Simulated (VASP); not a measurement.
# Mg8O7 (a cell with a defect) in VASP: single point with PBE

Aim: the single point of Mg8O7 (a cell with a defect) with PBE.

Program: VASP 6.6.1. These are calculated values, not measurements. Logs are shortened: lines on timing, memory, paths and dates and some standing lists are left out, and cuts for length are marked.

### Step 1. The cell of the first run

The cell holds a defect, 15 atoms: a = 6.095 Å, b = 6.095 Å, c = 6.095 Å, α = 60.00°, β = 60.00°, γ = 60.00°.

### Step 2. Single point, PBE

File INCAR:

```
ALGO = Normal
EDIFF = 1E-7
ENCUT = 520
GGA = PE
ISIF = 2
ISMEAR = -1
LASPH = True
LCHARG = True
LELF = True
LREAL = Auto
LVHAR = True
LWAVE = False
NBANDS = 42
NELM = 60
PREC = Accurate
SIGMA = 0.05
```

File KPOINTS:

```
k-points
0
Gamma
  3 3 3
```

File POSCAR:

```
Mg8O7
1.0
    0.0000000000      4.3100743200      4.3100743200
    4.3100743200      0.0000000000      4.3100743200
    4.3100743200      4.3100743200      0.0000000000
Mg O
8 7
Direct
   -0.0002597403      0.0001569579      0.0096062149
   -0.0002590443      0.0001564938      0.4906540684
    0.0297877694      0.5080069014     -0.0188178890
   -0.0302611951      0.4923258493      0.5190471982
    0.5075717581      0.0302201285     -0.0188173089
    0.4918934901     -0.0298193234      0.5190429060
    0.4997633080      0.5001809342      0.0456822749
    0.4997650481      0.5001833704      0.4545310253
    0.2443403343      0.2447586565      0.2634875679
    0.2443388262      0.2447594686      0.7475737681
    0.2445646923      0.7553317549      0.2501314177
    0.7549061242      0.2449833626      0.2501350139
    0.4996850031      0.5001079657      0.7501839319
    0.7551215497      0.7555382479      0.2368149420
    0.7551213177      0.7555380159      0.7526853968
```

Potentials or basis: VASP PAW PBE potentials, release 64 (Mg, O).

Launch:

```bash
$ cat potpaw_PBE.64/Mg/POTCAR potpaw_PBE.64/O/POTCAR > POTCAR
$ mpirun -np 1 vasp_std > vasp.out
```

OUTCAR:

```text
EDIFF = 1E-7
   ENCUT = 520
   GGA = PE
   ISIF = 2
   ISMEAR = -1
   LASPH = True
   LREAL = Auto
   NELM = 60
   PREC = Accurate

 ion  position               nearest neighbor table
   1  1.000  0.000  0.010-  11 2.09  12 2.09  10 2.11  14 2.11   2 2.93   3 3.00   5 3.00   6 3.00
                             4 3.00   7 3.06   7 3.06   4 3.11   6 3.11   5 3.11   3 3.11   2 3.16
   2  1.000  0.000  0.491-  11 2.09  12 2.09   9 2.11  15 2.11   1 2.93   3 3.00   5 3.00   6 3.00
                             4 3.00   8 3.06   8 3.06   4 3.11   6 3.11   5 3.11   3 3.11   1 3.16
   3  0.030  0.508  0.981-  10 2.15   9 2.15  15 2.17  14 2.17  12 2.32  13 2.47   5 2.91   1 3.00
                             2 3.00   7 3.06   8 3.06   4 3.07   4 3.07   8 3.08   7 3.08   2 3.11
   4  0.970  0.492  0.519-  14 2.15  15 2.15  10 2.17   9 2.17  11 2.32  13 2.47   6 2.91   1 3.00
                             2 3.00   8 3.06   7 3.06   3 3.07   3 3.07   7 3.08   8 3.08   2 3.11
   5  0.508  0.030  0.981-  10 2.15   9 2.15  15 2.17  14 2.17  11 2.32  13 2.47   3 2.91   1 3.00
                             2 3.00   7 3.06   8 3.06   6 3.07   6 3.07   8 3.08   7 3.08   2 3.11
   6  0.492  0.970  0.519-  15 2.15  14 2.15   9 2.17  10 2.17  12 2.32  13 2.47   4 2.91   1 3.00
                             2 3.00   8 3.06   7 3.06   5 3.07   5 3.07   7 3.08   8 3.08   2 3.11
   7  0.500  0.500  0.046-  13 1.80  12 1.99  11 1.99  15 2.21   9 2.21   8 2.49   4 3.06   5 3.06
                             3 3.06   6 3.06   1 3.06   1 3.06   6 3.08   3 3.08   5 3.08   4 3.08
   8  0.500  0.500  0.455-  13 1.80  12 1.99  11 1.99  14 2.21  10 2.21   7 2.49   4 3.06   5 3.06
                             3 3.06   6 3.06   2 3.06   2 3.06   6 3.08   3 3.08   5 3.08   4 3.08
   9  0.244  0.245  0.263-   2 2.11   5 2.15   3 2.15   6 2.17   4 2.17   7 2.21
  10  0.244  0.245  0.748-   1 2.11   5 2.15   3 2.15   6 2.17   4 2.17   8 2.21
  11  0.245  0.755  0.250-   8 1.99   7 1.99   2 2.09   1 2.09   4 2.32   5 2.32
  12  0.755  0.245  0.250-   7 1.99   8 1.99   2 2.09   1 2.09   6 2.32   3 2.32
  13  0.500  0.500  0.750-   7 1.80   8 1.80   5 2.47   3 2.47   4 2.47   6 2.47
  14  0.755  0.756  0.237-   1 2.11   4 2.15   6 2.15   3 2.17   5 2.17   8 2.21
  15  0.755  0.756  0.753-   2 2.11   4 2.15   6 2.15   3 2.17   5 2.17   7 2.21

  LATTYP: Found a face centered cubic cell.
 ALAT       =     8.6201486400

  Lattice vectors:

 A1 = (   0.0000000000,   4.3100743200,   4.3100743200)
 A2 = (   4.3100743200,   0.0000000000,   4.3100743200)
 A3 = (   4.3100743200,   4.3100743200,   0.0000000000)

Analysis of symmetry for initial positions (statically):
=====================================================================
 Subroutine PRICEL returns:
 Original cell was already a primitive cell.

 Routine SETGRP: Setting up the symmetry group for a
 face centered cubic supercell.

 Subroutine GETGRP returns: Found  2 space group operations
 (whereof  1 operations were pure point group operations)
 out of a pool of 48 trial point group operations.

The static configuration has the point symmetry C_1 .
 The point group associated with its full space group is C_1h.

Analysis of symmetry for dynamics (positions and initial velocities):
=====================================================================
 Subroutine PRICEL returns:
 Original cell was already a primitive cell.

 Routine SETGRP: Setting up the symmetry group for a
 face centered cubic supercell.

 Subroutine GETGRP returns: Found  2 space group operations
 (whereof  1 operations were pure point group operations)
 out of a pool of 48 trial point group operations.

The dynamic configuration has the point symmetry C_1 .
 The point group associated with its full space group is C_1h.

 Subroutine INISYM returns: Found  2 space group operations
 (whereof  1 operations are pure point group operations),
 and found     1 'primitive' translations

----------------------------------------------------------------------------------------

                                     Primitive cell

  volume of cell :     160.1343

  direct lattice vectors                    reciprocal lattice vectors
     0.000000000  4.310074320  4.310074320    -0.116007280  0.116007280  0.116007280
     4.310074320  0.000000000  4.310074320     0.116007280 -0.116007280  0.116007280
     4.310074320  4.310074320  0.000000000     0.116007280  0.116007280 -0.116007280

  length of vectors
     6.095365558  6.095365558  6.095365558     0.200930504  0.200930504  0.200930504

  position of ions in fractional coordinates (direct lattice)
     0.999740260  0.000156958  0.009606215
[... 57 lines left out ...]
 Found     10 irreducible k-points:

 Following reciprocal coordinates:
            Coordinates               Weight
  0.000000  0.000000  0.000000      1.000000
  0.333333  0.000000  0.000000      2.000000
  0.000000  0.333333  0.000000      2.000000
  0.000000  0.000000  0.333333      4.000000
  0.333333  0.333333  0.000000      2.000000
  0.000000  0.333333  0.333333      4.000000
 -0.333333  0.333333  0.000000      2.000000
  0.000000 -0.333333  0.333333      4.000000
  0.333333  0.000000 -0.333333      4.000000
  0.333333  0.333333 -0.333333      2.000000
   k-points           NKPTS =     10   k-points in BZ     NKDIM =     10   number of bands    NBANDS=     42
   number of dos      NEDOS =    301   number of ions     NIONS =     15
   total plane-waves  NPLWV = 110592
   dimension x,y,z NGX =    48 NGY =   48 NGZ =   48
   dimension x,y,z NGXF=    96 NGYF=   96 NGZF=   96
   ions per type =               8   7
   NGX,Y,Z   is equivalent  to a cutoff of  13.09, 13.09, 13.09 a.u.
   NGXF,Y,Z  is equivalent  to a cutoff of  26.18, 26.18, 26.18 a.u.
 SYSTEM =  unknown system
   PREC   = accura    normal or accurate (medium, high low for compatibility)
   ISTART =      0    job   : 0-new  1-cont  2-samecut
   ICHARG =      2    charge: 1-file 2-atom 10-const
   ISPIN  =      1    spin polarized calculation?
   LNONCOLLINEAR =      F non collinear calculations
   LSORBIT =      F    spin-orbit coupling
   LASPH  =      T    aspherical Exc in radial PAW
   ENCUT  =  520.0 eV  38.22 Ry    6.18 a.u.  11.33 11.33 11.33*2*pi/ulx,y,z
   NELM   =     60;   NELMIN=  2; NELMDL= -5     # of ELM steps
   EDIFF  = 0.1E-06   stopping-criterion for ELM
   LREAL  =      T    real-space projection
   EDIFFG = 0.1E-05   stopping-criterion for IOM
   NSW    =      0    number of steps for IOM
   IBRION =     -1    ionic relax: 0-MD 1-quasi-New 2-CG
   NFREE  =      0    steps in history (QN), initial steepest desc. (CG)
   ISIF   =      2    stress and relaxation
   ISYM   =      2    0-nonsym 1-usesym 2-fastsym
   POTIM  = 0.5000    time-step for ionic-motion
   TEBEG  =    0.0;   TEEND  =   0.0 temperature during run
   PSTRESS=    0.0 pullay stress
   NELECT =      58.0000    total number of electrons
   NUPDOWN=      -1.0000    fix difference up-down
   EMIN   =  10.00;   EMAX   =-10.00  energy-range for DOS
   EFERMI =   0.00;   METHOD = LEGACY
   ISMEAR =    -1;   SIGMA  =   0.05  broadening in eV -4-tet -1-fermi 0-gaus
   EFERMI_NEDOS =   21; number of points for ismear=-14 and -15
   IALGO  =     38    algorithm
   IMIX   =      4    mixing-type and parameters
     AMIX     =   0.40;   BMIX     =  1.00
     AMIX_MAG =   1.60;   BMIX_MAG =  1.00
  volume/ion in A,a.u.               =      10.68        72.04
  Fermi-wavevector in a.u.,A,eV,Ry     =   1.166960  2.205235 18.528363  1.361796
  Thomas-Fermi vector in A             =   2.303467
   LORBIT       =      0    0 simple, 1 ext, 2 COOP (PROOUT), +10 PAW based schemes
   GGA     = PE    functional components
   LHFCALC =     F    Hartree Fock is set to
   AEXX    =    0.0000 exact exchange contribution
   IVDW    =     0    specifies the selected vdW correction
   LEPSILON=     F    determine dielectric tensor
   LRPA    =     F    only Hartree local field effects (RPA)
 non-spin polarized calculation
  energy-cutoff  :      520.00
  volume of cell :      160.13
 maximum number of plane-waves:      4320
 NGX is ok and might be reduce to    48
   NGX = 23   NGY = 23   NGZ = 23

 number of electron      58.0000003 magnetization

 Free energy of the ion-electron system (eV)
  ---------------------------------------------------
  ext. energy  EPLUGINS =         0.00000000
  ---------------------------------------------------
  free energy    TOTEN  =       -80.35309151 eV

  energy without entropy =      -80.35308969  energy(sigma->0) =      -80.35309060

 E-fermi :   6.4086     XC(G=0): -10.5199

 val. band max:        5.7479726618   @ k =   0.0000  -0.3333   0.3333
 cond. band min:       7.0209811325   @ k =  -0.3333   0.3333   0.0000
 fundamental gap:      1.2730084706
 Fermi energy:         6.4086210505

 k-point     1 :       0.0000    0.0000    0.0000
  band No.  band energies     occupation
      1     -14.5908      2.00000
      2     -13.8726      2.00000
      3     -13.5702      2.00000
      4     -13.3206      2.00000
      5     -13.3121      2.00000
      6     -13.0721      2.00000
[... 429 lines left out ...]
     40      13.1508      0.00000
     41      13.4582      0.00000
 [bands above 41 left out]

------------------------ aborting loop because EDIFF is reached ----------------------------------------

  FORCE on cell =-STRESS in cart. coord.  units (eV):
  Direction    XX          YY          ZZ          XY          YZ          ZX
  --------------------------------------------------------------------------------------
  -------------------------------------------------------------------------------------
  Total        5.3924325      5.3924325      0.9813486      7.7575838      0.0010138     -0.0010138
  in kB       53.9524324     53.9524324      9.8186016     77.6162732      0.0101438     -0.0101436
  external PRESSURE =      39.2411555 kB  Pullay stress =       0.0000000 kB

 VOLUME and BASIS-vectors are now :
 -----------------------------------------------------------------------------
  energy-cutoff  :      520.00
  volume of cell :      160.13
      direct lattice vectors                 reciprocal lattice vectors
     0.000000000  4.310074320  4.310074320    -0.116007280  0.116007280  0.116007280
     4.310074320  0.000000000  4.310074320     0.116007280 -0.116007280  0.116007280
     4.310074320  4.310074320  0.000000000     0.116007280  0.116007280 -0.116007280

 POSITION                                       TOTAL-FORCE (eV/Angst)
 -----------------------------------------------------------------------------------
      0.04208      4.35036      4.30963         0.008550      0.008267     -0.000543
      2.11543      6.42371      4.30963        -0.008267     -0.008550     -0.000543
      6.41852      4.35736      2.31794         0.002066     -0.002066      0.002449
      4.35909      6.41678      6.30161        -0.002090      0.002090     -0.003664
      4.35922      6.41664      2.31792        -0.001975      0.001975      0.002494
      6.41866      4.35721      6.30165         0.002082     -0.002082     -0.003713
      2.35271      2.35091      4.30983        -0.017803     -0.019388     -0.000813
      4.11489      4.11309      4.30985         0.019388      0.017803     -0.000813
      2.19058      2.18878      2.10805         0.003712      0.004354      0.005002
      4.27703      4.27522      2.10805        -0.004354     -0.003712      0.005002
      4.33362      2.13218      4.30963        -0.001825      0.001825      0.001176
      2.13400      4.33180      4.30960         0.001220     -0.001220      0.001332
      5.38885      5.38703      4.30918        -0.000014      0.000014     -0.000330
      4.27712      4.27532      6.51106        -0.004427     -0.003737     -0.003518
      6.50055      6.49876      6.51105         0.003737      0.004427     -0.003518
 -----------------------------------------------------------------------------------
    total drift:                                0.003120      0.012533      0.009895

  FREE ENERGIE OF THE ION-ELECTRON SYSTEM (eV)
  ---------------------------------------------------
  free  energy   TOTEN  =       -80.3530915054 eV

  energy  without entropy=      -80.3530896935  energy(sigma->0) =      -80.35309060
```

Run time: 5.7 min. Hardware: 1 thread of AMD EPYC 7R13, shared host; peak memory 0.3 GiB.

What came out:

| Property | Result |
| --- | --- |
| Free energy | -80.3531 eV |
| Pressure | 3.9 GPa |
| Largest force | 0.026 eV/Å |
| Band gap on the k mesh | 1.27 eV |

Forces on the atoms (eV/Å):
```
Mg   0.009  0.008 -0.001
Mg  -0.008 -0.009 -0.001
Mg   0.002 -0.002  0.002
Mg  -0.002  0.002 -0.004
Mg  -0.002  0.002  0.002
Mg   0.002 -0.002 -0.004
Mg  -0.018 -0.019 -0.001
Mg   0.019  0.018 -0.001
O    0.004  0.004  0.005
O   -0.004 -0.004  0.005
O   -0.002  0.002  0.001
O    0.001 -0.001  0.001
O    0.000  0.000  0.000
O   -0.004 -0.004 -0.004
O    0.004  0.004 -0.004
```

Stress tensor (GPa, compression positive):
```
5.40 7.76 0.00
7.76 5.40 0.00
0.00 0.00 0.98
```

Caveat: the k points lie up to 0.42 Å⁻¹ apart.
